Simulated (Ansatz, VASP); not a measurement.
One calculation of SiC, two programs

File INCAR:

```
ALGO = Normal ; EDIFF = 1E-6
ENCUT = 520 ; GGA = PE
ISIF = 2 ; ISMEAR = 0
LASPH = T ; LCHARG = T
LELF = T ; LREAL = F
LVHAR = T ; LWAVE = F
NBANDS = 16 ; NELM = 100
PREC = Accurate ; SIGMA = 0.05
```

File KPOINTS:

```
k-points
0
Gamma
  12 12 6
```

POSCAR

```
SiC
1.0
    3.1791678455      0.0000000000      0.0000000000
   -1.5895839227      2.7532401171      0.0000000000
    0.0000000000      0.0000000000      4.7995896963
Si C
2 2
Direct
    0.3333333333      0.6666666667      0.0045639005
    0.6666666667      0.3333333333      0.5045639005
    0.3333333333      0.6666666667      0.3804360995
    0.6666666667      0.3333333333      0.8804360995
```

Input for Ansatz:

```yaml
crystal:
  lattice:
    - [3.1791678455, 0.0, 0.0]
    - [-1.5895839227, 2.7532401171, 0.0]
    - [0.0, 0.0, 4.7995896963]
  atoms:
    - { symbol: Si, position: [0.3333333333, 0.6666666667, 0.0045639005] }
    - { symbol: Si, position: [0.6666666667, 0.3333333333, 0.5045639005] }
    - { symbol: C, position: [0.3333333333, 0.6666666667, 0.3804360995] }
    - { symbol: C, position: [0.6666666667, 0.3333333333, 0.8804360995] }
basis:
  ecutwfc: 520.0
kpoints:
  mp_grid: { grid: [12, 12, 6] }
hamiltonian:
  xc: pbe
  pseudopotentials: { kind: paw, azcp: { folder: soft_1 } }
scf:
  occupations: { method: gaussian, width: 0.05 }
output:
  forces: true
  stress: true
  eigenvalues: true
```

Alike in both runs: task single point; functional PBE; k mesh 12 × 12 × 6; occupations gaussian, width 0.05 eV; no spin polarisation.

```csv
,VASP,Ansatz
version,VASP 6.6.1,Ansatz 0.2.0
potentials or method,"VASP PAW PBE potentials, release 64 (Si, C), cutoff 520 eV","scalar-relativistic, plane waves, PAW"
valence electrons in the cell,16,16
```

```tsv
	VASP	Ansatz	Ansatz less VASP
gap on the k mesh at the Fermi level (eV)	2.03	2.04	+0.011
least direct gap on the mesh (eV)	3.14	3.15	+0.006
pressure (GPa)	1.8	1.8	+0.03
traceless stress, the component that is largest in VASP (GPa)	31.88	31.78	-0.101
rms of the force components (eV/Å)	0.649	0.650	+0.0015
```

Atom by atom the forces differ by 0.001 eV/Å (rms over components).
